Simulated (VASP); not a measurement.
Crystal: GaP.

```xyz
2
Lattice="0.0000 2.4137 2.4137 2.4137 0.0000 2.4137 2.4137 2.4137 0.0000" Properties=species:S:1:pos:R:3 pbc="T T T"
Ga    0.0000    0.0000    0.0000
P     2.4137    2.4137    2.4137
```

| Item | Value |
| --- | --- |
| Program | VASP 6.6.1 |
| Task | relaxation of cell and atoms |
| Functional | PBE |
| Potentials or basis | VASP PAW PBE potentials, release 64 (Ga_d, P) |
| Cutoff | 600 eV |
| k mesh | 8 × 8 × 8 |
| Occupations | fermi-dirac, width 0.02 eV |
| Spin | no spin polarisation |

At the start: pressure 27.5 GPa; volume 14.06 Å³/atom.

Problem. Where does the relaxation end?

Solution. Over 3 steps the energy falls by 222.7 meV/atom and the volume is 17.18 Å³/atom (+22.2 %); space group Fm-3m (No. 225, to 0.05 Å).

The path:
| step | energy change (eV) | largest force (eV/Å) | pressure (GPa) | volume (Å³) |
| --- | --- | --- | --- | --- |
| 1 | 0.0000 | 0.0000 | 27.51 | 28.12 |
| 2 | -0.3049 | 0.0000 | -8.38 | 39.14 |
| 3 | -0.4454 | 0.0000 | 0.04 | 34.37 |

Final structure:
```cif
data_structure
_symmetry_space_group_name_H-M 'P 1'
_symmetry_Int_Tables_number 1
_cell_length_a 3.6493
_cell_length_b 3.6493
_cell_length_c 3.6493
_cell_angle_alpha 60.000
_cell_angle_beta 60.000
_cell_angle_gamma 60.000
_cell_volume 34.37
loop_
_atom_site_label
_atom_site_type_symbol
_atom_site_fract_x
_atom_site_fract_y
_atom_site_fract_z
_atom_site_occupancy
Ga1 Ga 0.00000 0.00000 0.00000 1
P1 P 0.50000 0.50000 0.50000 1
```

Caveat: the volume moved by over 15 % at a fixed basis, so the end points are rough.
